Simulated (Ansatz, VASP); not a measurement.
Two plane-wave programs on Bi

File INCAR:

```
SYSTEM = Bi
ALGO = Normal
EDIFF = 1E-6
ENCUT = 520
ISIF = 2
ISMEAR = -1
LASPH = .TRUE.
LCHARG = .TRUE.
LELF = .TRUE.
LREAL = .FALSE.
LVHAR = .TRUE.
LWAVE = .FALSE.
NBANDS = 14
NELM = 60
PREC = Accurate
SIGMA = 0.1
```

KPOINTS

```
k-points
0
G
  11 11 11
  0 0 0
```

Contents of POSCAR:

```
Bi
1.0
    3.2376285586      0.0000000000      0.0000000000
    0.0000000000      3.2376285586      0.0000000000
    0.0000000000      0.0000000000      3.2376285586
Bi
1
Direct
    0.0000000000      0.0000000000      0.0000000000
```

Input for Ansatz:

```yaml
crystal:
  lattice:
    - [3.2376285586, 0.0, 0.0]
    - [0.0, 3.2376285586, 0.0]
    - [0.0, 0.0, 3.2376285586]
  atoms:
    - { symbol: Bi, position: [0.0, 0.0, 0.0] }
hamiltonian:
  xc: lda
  pseudopotentials:
    kind: paw
    azcp:
      Bi: "pseudopotentials/Bi.paw.azcp"
basis:
  ecutwfc: 420
  fft_grid_basis: typed
kpoints:
  mp_grid: { grid: [11, 11, 11], shift: [0, 0, 0] }
magnetization:
  spin_polarized: false
scf:
  occupations: { method: fermi_dirac, width: 0.1 }
  lower_state_search: "off"
output:
  stress: true
  write_density: true
  write_potential: true
  elf: true
  volumetric_format: npy
```

Alike in both runs: task single point; functional LDA; k mesh 11 × 11 × 11; occupations fermi-dirac, width 0.1 eV; no spin polarisation.

|  | VASP | Ansatz |
| --- | --- | --- |
| version | VASP 6.6.1 | Ansatz 0.2.0 |
| potentials or method | VASP PAW LDA potentials, release 64 (Bi_d), cutoff 520 eV | plane waves (420 eV) with PAW, scalar-relativistic |
| valence electrons in the cell | 15 | 15 |

|  | VASP | Ansatz | Ansatz less VASP |
| --- | --- | --- | --- |
| pressure (GPa) | -1.8 | -1.9 | -0.11 |

Ansatz warns that its potentials were made for another functional, while VASP's fit it. LDA's correlation is that of Perdew and Zunger in VASP and of Perdew and Wang (1992) in Ansatz.

Spin-orbit coupling is off throughout.
